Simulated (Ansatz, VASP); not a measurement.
# TiB2: VASP beside Ansatz

```
CELL_PARAMETERS angstrom
3.03266 0.00000 0.00000
-1.51633 2.62636 0.00000
0.00000 0.00000 3.22398
ATOMIC_POSITIONS crystal
Ti 0.00000 0.00000 0.00000
B 0.33333 0.66667 0.50000
B 0.66667 0.33333 0.50000
```

Alike in both runs: functional PBE; k mesh 15 × 15 × 12; occupations fermi-dirac, width 0.15 eV; no spin polarisation.

Ansatz relaxed the structure, and its values are those at the end. VASP's run is a single point on that final structure, the one shown.

```csv
,VASP,Ansatz
version,VASP 6.6.1,Ansatz 0.2.0
potentials or method,"VASP PAW PBE potentials, release 64 (Ti_sv, B), cutoff 520 eV","scalar-relativistic, plane waves, PAW"
valence electrons in the cell,18,18
```

```tsv
	VASP	Ansatz	Ansatz less VASP
gap on the k mesh at the Fermi level (eV)	none	none	-
pressure (GPa)	0.2	0.0	-0.25
```

A gap of «none» marks a metal or a gap that the smearing closes.
